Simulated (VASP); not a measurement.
# YbIn2Rh2 (I4/mmm) in VASP: single point with r2SCAN

Aim: the single point of YbIn2Rh2 with r2SCAN.

Everything below comes from runs of VASP 6.6.1. Logs are shortened: lines on timing, memory, paths and dates and some standing lists are left out, and cuts for length are marked.

## (1) The cell of the first run

Symmetry: I4/mmm, No. 139, tetragonal system. The conventional cell has a = 4.315 Å, b = 4.315 Å, c = 10.692 Å, α = 90.00°, β = 90.00°, γ = 90.00°. In (site symmetry 4mm) has 4 Rh at 2.54 Å and 1 In at 2.67 Å and 4 Yb at 3.33 Å within 3.4 Å. Yb (site symmetry 4/mmm) has 10 In at 3.33 to 4.01 Å and 8 Rh at 3.44 Å and 4 Yb at 4.32 Å within 4.4 Å. Within 3.3 Å of Rh (site symmetry -4m2) lie 4 In at 2.54 Å and 4 Rh at 3.05 Å.

## (2) Single point, r2SCAN

Input file POSCAR:

```
YbIn2Rh2
1.0
    0.0000000000      4.3150640000      0.0000000000
    4.3150640000      0.0000000000      0.0000000000
    2.1575320000      2.1575320000     -5.3460270000
In Yb Rh
2 1 2
Direct
    0.3750000000      0.3750000000      0.2500000000
    0.6250000000      0.6250000000      0.7500000000
    0.0000000000      0.0000000000      0.0000000000
    0.7500000000      0.2500000000      0.5000000000
    0.2500000000      0.7500000000      0.5000000000
```

Input file INCAR.step1:

```
SYSTEM = YbIn2Rh2
PREC     = Accurate       ! precision mode
ENCUT    = 800            ! plane-wave cutoff, eV
ISMEAR   = 0              ! smearing method
SIGMA    = 0.0187         ! smearing width, eV
LREAL    = .FALSE.        ! projectors in reciprocal space
LASPH    = .TRUE.         ! aspherical terms in the spheres
NELM     = 300            ! most SCF steps
NBANDS   = 48             ! bands
GGA      = PE             ! functional
ALGO     = All            ! electronic algorithm
EDIFF    = 1E-5           ! SCF threshold, eV
LWAVE    = .TRUE.         ! write WAVECAR
LCHARG   = .FALSE.        ! write CHGCAR
GGA_COMPAT= .FALSE.      
LMAXMIX  = 6              ! l up to which the mixer works
ISEARCH  = 1            
KPAR     = 4
```

Input file INCAR.step2:

```
SYSTEM = YbIn2Rh2
PREC     = Accurate       ! precision mode
ENCUT    = 800            ! plane-wave cutoff, eV
EDIFF    = 1E-6           ! SCF threshold, eV
ISMEAR   = 0              ! smearing method
SIGMA    = 0.0187         ! smearing width, eV
LREAL    = .FALSE.        ! projectors in reciprocal space
LASPH    = .TRUE.         ! aspherical terms in the spheres
NELM     = 300            ! most SCF steps
ALGO     = All            ! electronic algorithm
ISIF     = 2              ! what is computed and relaxed
LWAVE    = .FALSE.        ! write WAVECAR
LCHARG   = .FALSE.        ! write CHGCAR
METAGGA  = R2SCAN         ! meta-GGA
LMIXTAU  = .TRUE.       
NBANDS   = 48             ! bands
ISTART   = 1            
GGA_COMPAT= .FALSE.      
LMAXMIX  = 6              ! l up to which the mixer works
ISEARCH  = 1            
KPAR     = 4
```

Input file KPOINTS:

```
regular mesh
0
G
  6 6 6
  0 0 0
```

Potentials or basis: VASP PAW PBE potentials, release 64 (In_d, Yb, Rh_pv).

Started as:

```sh
> cat potpaw_PBE.64/In_d/POTCAR potpaw_PBE.64/Yb/POTCAR potpaw_PBE.64/Rh_pv/POTCAR > POTCAR
> cp INCAR.step1 INCAR
> mpirun -np 4 vasp_std > vasp.out
> cp INCAR.step2 INCAR
> mpirun -np 4 vasp_std > vasp.out
```

OUTCAR:

```text
SYSTEM = YbIn2Rh2
   PREC = Accurate
   ENCUT = 800
   EDIFF = 1E-6
   ISMEAR = 0
   LREAL = .FALSE.
   LASPH = .TRUE.
   NELM = 300
   ISIF = 2
   METAGGA = R2SCAN
   ISTART = 1

 ion  position               nearest neighbor table
   1  0.375  0.375  0.250-   4 2.54   5 2.54   5 2.54   4 2.54   2 2.67   3 3.33   3 3.33   3 3.33
                             3 3.33
   2  0.625  0.625  0.750-   5 2.54   4 2.54   4 2.54   5 2.54   1 2.67   3 3.33   3 3.33   3 3.33
                             3 3.33
   3  0.000  0.000  0.000-   2 3.33   2 3.33   2 3.33   1 3.33   2 3.33   1 3.33   1 3.33   1 3.33
                             5 3.44   4 3.44   5 3.44   4 3.44   4 3.44   5 3.44   5 3.44   4 3.44
   4  0.750  0.250  0.500-   1 2.54   1 2.54   2 2.54   2 2.54   5 3.05   5 3.05   5 3.05   5 3.05
                             3 3.44   3 3.44   3 3.44   3 3.44
   5  0.250  0.750  0.500-   1 2.54   1 2.54   2 2.54   2 2.54   4 3.05   4 3.05   4 3.05   4 3.05
                             3 3.44   3 3.44   3 3.44   3 3.44

  LATTYP: Found a body centered tetragonal cell.
 ALAT       =     4.3150640000
 C/A-ratio  =     2.4778436658

  Lattice vectors:

 A1 = (  -2.1575320000,   2.1575320000,   5.3460270000)
 A2 = (   2.1575320000,  -2.1575320000,   5.3460270000)
 A3 = (   2.1575320000,   2.1575320000,  -5.3460270000)

Analysis of symmetry for initial positions (statically):
=====================================================================
 Subroutine PRICEL returns:
 Original cell was already a primitive cell.

 Routine SETGRP: Setting up the symmetry group for a
 body centered tetragonal supercell.

 Subroutine GETGRP returns: Found 16 space group operations
 (whereof 16 operations were pure point group operations)
 out of a pool of 16 trial point group operations.

The static configuration has the point symmetry D_4h.

Analysis of symmetry for dynamics (positions and initial velocities):
=====================================================================
 Subroutine PRICEL returns:
 Original cell was already a primitive cell.

 Routine SETGRP: Setting up the symmetry group for a
 body centered tetragonal supercell.

 Subroutine GETGRP returns: Found 16 space group operations
 (whereof 16 operations were pure point group operations)
 out of a pool of 16 trial point group operations.

The dynamic configuration has the point symmetry D_4h.

 Subroutine INISYM returns: Found 16 space group operations
 (whereof 16 operations are pure point group operations),
 and found     1 'primitive' translations

----------------------------------------------------------------------------------------

                                     Primitive cell

  volume of cell :      99.5418

  direct lattice vectors                    reciprocal lattice vectors
     0.000000000  4.315064000  0.000000000     0.000000000  0.231746273  0.093527399
     4.315064000  0.000000000  0.000000000     0.231746273  0.000000000  0.093527399
     2.157532000  2.157532000 -5.346027000     0.000000000  0.000000000 -0.187054798

  length of vectors
     4.315064000  4.315064000  6.155476695     0.249907402  0.249907402  0.187054798

  position of ions in fractional coordinates (direct lattice)
     0.375000000  0.375000000  0.250000000
     0.625000000  0.625000000  0.750000000
     0.000000000  0.000000000  0.000000000
     0.750000000  0.250000000  0.500000000
     0.250000000  0.750000000  0.500000000

  ion indices of the primitive-cell ions
   primitive index   ion index
                 1           1
                 2           2
                 3           3
                 4           4
                 5           5

----------------------------------------------------------------------------------------

 KPOINTS: regular mesh

Automatic generation of k-mesh.
 Grid dimensions read from file:
 generate k-points for:    6    6    6

 Generating k-lattice:

  Cartesian coordinates                     Fractional coordinates (reciprocal lattice)
     0.000000000  0.038624379  0.015587900     0.166666667  0.000000000 -0.000000000
     0.038624379  0.000000000  0.015587900     0.000000000  0.166666667 -0.000000000
     0.000000000  0.000000000 -0.031175800     0.000000000  0.000000000  0.166666667

  Length of vectors
     0.041651234  0.041651234  0.031175800

  Shift w.r.t. Gamma in fractional coordinates (k-lattice)
     0.000000000  0.000000000  0.000000000

 Subroutine IBZKPT returns following result:
 ===========================================

 Found     30 irreducible k-points:

 Following reciprocal coordinates:
            Coordinates               Weight
  0.000000  0.000000  0.000000      1.000000
  0.166667  0.000000  0.000000      8.000000
  0.333333  0.000000 -0.000000      8.000000
  0.500000  0.000000  0.000000      4.000000
  0.166667  0.166667  0.000000      8.000000
  0.333333  0.166667 -0.000000     16.000000
[... 16 lines left out ...]
 -0.333333 -0.333333  0.166667      4.000000
 -0.166667 -0.333333  0.166667     16.000000
 [... further k-points ...]
   k-points           NKPTS =     30   k-points in BZ     NKDIM =     30   number of bands    NBANDS=     48
   number of dos      NEDOS =    301   number of ions     NIONS =      5
   total plane-waves  NPLWV =  96000
   dimension x,y,z NGX =    40 NGY =   40 NGZ =   60
   dimension x,y,z NGXF=    80 NGYF=   80 NGZF=  120
   ions per type =               2   1   2
   NGX,Y,Z   is equivalent  to a cutoff of  15.41, 15.41, 16.20 a.u.
   NGXF,Y,Z  is equivalent  to a cutoff of  30.82, 30.82, 32.41 a.u.
 SYSTEM =  YbIn2Rh2
   PREC   = accura    normal or accurate (medium, high low for compatibility)
   ISTART =      1    job   : 0-new  1-cont  2-samecut
   ICHARG =      0    charge: 1-file 2-atom 10-const
   ISPIN  =      1    spin polarized calculation?
   LNONCOLLINEAR =      F non collinear calculations
   LSORBIT =      F    spin-orbit coupling
   LASPH  =      T    aspherical Exc in radial PAW
   ENCUT  =  800.0 eV  58.80 Ry    7.67 a.u.   9.95  9.95 14.20*2*pi/ulx,y,z
   NELM   =    300;   NELMIN=  2; NELMDL=  0     # of ELM steps
   EDIFF  = 0.1E-05   stopping-criterion for ELM
   LREAL  =      F    real-space projection
   EDIFFG = 0.1E-04   stopping-criterion for IOM
   NSW    =      0    number of steps for IOM
   IBRION =     -1    ionic relax: 0-MD 1-quasi-New 2-CG
   NFREE  =      0    steps in history (QN), initial steepest desc. (CG)
   ISIF   =      2    stress and relaxation
   ISYM   =      2    0-nonsym 1-usesym 2-fastsym
   POTIM  = 0.5000    time-step for ionic-motion
   TEBEG  =    0.0;   TEEND  =   0.0 temperature during run
   PSTRESS=    0.0 pullay stress
   NELECT =      80.0000    total number of electrons
   NUPDOWN=      -1.0000    fix difference up-down
   EMIN   =  10.00;   EMAX   =-10.00  energy-range for DOS
   EFERMI =   0.00;   METHOD = LEGACY
   ISMEAR =     0;   SIGMA  =   0.02  broadening in eV -4-tet -1-fermi 0-gaus
   EFERMI_NEDOS =   21; number of points for ismear=-14 and -15
   IALGO  =     58    algorithm
   IMIX   =      4    mixing-type and parameters
     AMIX     =   0.40;   BMIX     =  1.00
     AMIX_MAG =   1.60;   BMIX_MAG =  1.00
  volume/ion in A,a.u.               =      19.91       134.35
  Fermi-wavevector in a.u.,A,eV,Ry     =   1.522076  2.876306 31.520818  2.316715
  Thomas-Fermi vector in A             =   2.630704
   LORBIT       =      0    0 simple, 1 ext, 2 COOP (PROOUT), +10 PAW based schemes
   METAGGA = R2SCAN    functional components
   LHFCALC =     F    Hartree Fock is set to
   AEXX    =    0.0000 exact exchange contribution
   IVDW    =     0    specifies the selected vdW correction
   LEPSILON=     F    determine dielectric tensor
   LRPA    =     F    only Hartree local field effects (RPA)
 non-spin polarized calculation
 Gauss-broadening in eV      SIGMA  =   0.02
  energy-cutoff  :      800.00
  volume of cell :       99.54
 maximum number of plane-waves:      5132
   NGX = 19   NGY = 19   NGZ = 29

 number of electron      80.0000001 magnetization

 Free energy of the ion-electron system (eV)
  ---------------------------------------------------
  ext. energy  EPLUGINS =         0.00000000
  ---------------------------------------------------
  free energy    TOTEN  =      -130.91772109 eV

  energy without entropy =     -130.91701316  energy(sigma->0) =     -130.91736713

 E-fermi :   7.6176     XC(G=0): -12.5913

 val. band max:        7.5586662155   @ k =  -0.1667   0.1667   0.0000
 cond. band min:       7.6184189329   @ k =   0.1667   0.0000   0.0000
 fundamental gap:      0.0597527174
 Fermi energy:         7.6176158851

 k-point     1 :       0.0000    0.0000    0.0000
  band No.  band energies     occupation
      1     -45.5830      2.00000
      2     -39.6030      2.00000
      3     -39.6030      2.00000
      4     -39.4994      2.00000
      5     -39.4937      2.00000
      6     -39.4937      2.00000
[... 40 lines left out ...]
     47      12.5165      0.00000
     48      14.2171      0.00000

 k-point     2 :       0.1667    0.0000    0.0000
  band No.  band energies     occupation
      1     -45.5829      2.00000
      2     -39.5961      2.00000
      3     -39.5957      2.00000
      4     -39.5015      2.00000
      5     -39.5011      2.00000
      6     -39.4976      2.00000
[... 40 lines left out ...]
     47      13.6296      0.00000
     48      14.0708      0.00000

 k-point     3 :       0.3333    0.0000   -0.0000
  band No.  band energies     occupation
      1     -45.5826      2.00000
      2     -39.5770      2.00000
      3     -39.5758      2.00000
      4     -39.5224      2.00000
      5     -39.5212      2.00000
      6     -39.4931      2.00000
[... 1060 lines left out ...]
     47      12.9045      0.00000
     48      13.1270      0.00000

 k-point    24 :      -0.1667   -0.3333    0.1667
  band No.  band energies     occupation
      1     -45.5825      2.00000
      2     -39.6012      2.00000
      3     -39.5541      2.00000
      4     -39.5446      2.00000
      5     -39.4971      2.00000
      6     -39.4922      2.00000
[... 40 lines left out ...]
     47      12.5351      0.00000
     48      13.1926      0.00000

 [... further k-points ...]

------------------------ aborting loop because EDIFF is reached ----------------------------------------

  FORCE on cell =-STRESS in cart. coord.  units (eV):
  Direction    XX          YY          ZZ          XY          YZ          ZX
  --------------------------------------------------------------------------------------
  -------------------------------------------------------------------------------------
  Total        5.7324224      5.7324224      4.9073996      0.0000000     -0.0000000      0.0000000
  in kB       92.2663061     92.2663061     78.9871376      0.0000000     -0.0000000      0.0000000
  external PRESSURE =      87.8399166 kB  Pullay stress =       0.0000000 kB

 VOLUME and BASIS-vectors are now :
 -----------------------------------------------------------------------------
  energy-cutoff  :      800.00
  volume of cell :       99.54
      direct lattice vectors                 reciprocal lattice vectors
     0.000000000  4.315064000  0.000000000     0.000000000  0.231746273  0.093527399
     4.315064000  0.000000000  0.000000000     0.231746273  0.000000000  0.093527399
     2.157532000  2.157532000 -5.346027000     0.000000000  0.000000000 -0.187054798

 POSITION                                       TOTAL-FORCE (eV/Angst)
 -----------------------------------------------------------------------------------
      2.15753      2.15753     -1.33651        -0.000000     -0.000000      0.318809
      4.31506      4.31506     -4.00952         0.000000      0.000000     -0.318809
      0.00000      0.00000      0.00000        -0.000000     -0.000000      0.000000
      2.15753      4.31506     -2.67301        -0.000000      0.000000      0.000000
      4.31506      2.15753     -2.67301         0.000000     -0.000000      0.000000
 -----------------------------------------------------------------------------------
    total drift:                               -0.000000      0.000000     -0.000000

  FREE ENERGIE OF THE ION-ELECTRON SYSTEM (eV)
  ---------------------------------------------------
  free  energy   TOTEN  =      -130.9177210942 eV

  energy  without entropy=     -130.9170135133  energy(sigma->0) =     -130.91736730
```

Wall time 9.2 min (4 MPI ranks of Intel Xeon Platinum 8375C at 2.90GHz (Ice Lake), shared host); peak memory 0.75 GiB.

Results:

```yaml
Free_energy: -130.9177 eV
Pressure: 8.8 GPa
Largest_force: 0.319 eV/Å
Band_gap_on_the_k_mesh: zero (bands 40 and 41 overlap by 0.87 eV)
```

Forces in eV/Å, atoms in the order of the input:
```
In   0.000  0.000  0.319
In   0.000  0.000 -0.319
Yb   0.000  0.000  0.000
Rh   0.000  0.000  0.000
Rh   0.000  0.000  0.000
```

Stress tensor (GPa, compression positive):
```
9.23 0.00 0.00
0.00 9.23 0.00
0.00 0.00 7.90
```

Levels at points of the mesh, in eV from the Fermi level:
```
           k point  band 37  band 38  band 39  band 40  band 41  band 42  band 43  band 44
(0.00, 0.00, 0.00)    -0.22    -0.21    -0.15     0.36     0.68     0.68     1.17     4.22
(0.50, 0.00, 0.00)    -0.25    -0.22    -0.21    -0.18    -0.09     1.67     3.31     3.78
(0.50, 0.50, 0.00)    -0.27    -0.24    -0.22    -0.21    -0.18     0.11     0.96     1.32
(0.00, 0.00, 0.50)    -0.22    -0.22     0.36     0.69     0.69     2.28     2.32     4.24
```

Caveat: the cell stands under pressure; the PAW data sets were made with another functional, which shifts forces and pressure a little; spin-orbit coupling is left out, which moves the levels of the heavy elements. Spin polarisation is off, so any magnetic state and its effect on volume and gap are missing.

The gap in the log of VASP goes by the Fermi energy; the results here count the filled bands.